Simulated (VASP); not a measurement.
A run of VASP 6.6.1 is set up as follows.

File INCAR:

```
SYSTEM = C
PREC = Accurate
ENCUT = 520
EDIFF = 1E-6
ISMEAR = -1
SIGMA = 0.05
LREAL = .False.
LASPH = .True.
NELM = 100
ALGO = Normal
ISIF = 2
LWAVE = .False.
LCHARG = .False.
GGA = RE
IVDW = 13
NBANDS = 36
```

Contents of KPOINTS:

```
Automatic mesh
0
Gamma
  12 12 3
  0 0 0
```

File POSCAR:

```
C
1.0
    2.5715654994      0.0000000000      0.0000000000
   -1.2857827497      2.2270410500      0.0000000000
    0.0000000000      0.0000000000     12.5980301500
C
12
Direct
    0.6666666667      0.3333333333      0.3541700000
    0.3333333333      0.6666666667      0.8541700000
    0.6666666667      0.3333333333      0.1458300000
    0.3333333333      0.6666666667      0.6458300000
    0.6666666667      0.3333333333      0.4791700000
    0.3333333333      0.6666666667      0.9791700000
    0.6666666667      0.3333333333      0.0208300000
    0.3333333333      0.6666666667      0.5208300000
    0.0000000000      0.0000000000      0.8125000000
    0.0000000000      0.0000000000      0.3125000000
    0.0000000000      0.0000000000      0.6875000000
    0.0000000000      0.0000000000      0.1875000000
```

Potentials or basis: VASP PAW PBE potentials, release 64 (C).

Launch:

```bash
$ cat potpaw_PBE.64/C/POTCAR > POTCAR
$ mpirun -np 1 vasp_std > vasp.out
```

**Question.** What does it give for the dispersion energy per atom?

**Answer.** -0.473 eV.

**Question.** Estimate the band gap on the k mesh.

**Answer.** 4.22 eV (least direct gap 5.17 eV).

Stress tensor (GPa, compression positive):
```
-30.36   0.00   0.00
  0.00 -30.36   0.00
  0.00   0.00 -23.31
```

Caveat: the stress differs along the axes, from -30 to -23 GPa; the PAW data sets were made with another functional, which shifts forces and pressure a little. As with any semilocal functional, this revPBE gap is likely too small.
